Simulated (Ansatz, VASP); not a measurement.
Two plane-wave programs on Fe

```
Fe
1.0
     4.15227    0.00000    0.00000
    -2.07613    3.59597    0.00000
     0.00000    0.00000    2.36612
Fe
3
Direct
  0.00000 0.00000 0.00000
  0.33333 0.66667 0.50000
  0.66667 0.33333 0.50000
```

Alike in both runs: task single point; functional r2SCAN; k mesh 10 × 10 × 15; occupations fermi-dirac, width 0.05 eV; collinear spin.

|  | VASP | Ansatz |
| --- | --- | --- |
| version | VASP 6.6.1 | Ansatz 0.2.0 |
| potentials or method | VASP PAW PBE potentials, release 64 (Fe), cutoff 520 eV | plane waves (500 eV) with PAW, scalar-relativistic |
| valence electrons in the cell | 24 | 48 |

```csv
,VASP,Ansatz,Ansatz less VASP
pressure (GPa),7.2,7.6,+0.39
"traceless stress, the component that is largest in VASP (GPa)",0.83,0.93,+0.099
net moment per atom (μB),2.78,2.78,+0.005
size of the moment on the site where the two differ most (μB),2.82,2.88,+0.061
```

VASP's potentials were made for PBE, not for r2SCAN. Site moments also hang on the region over which each program counts them. VASP's potentials hold 24 valence electrons a cell and Ansatz's 48, so a difference there can come from the potentials and not from the codes. Ansatz's warnings: stability check not made.
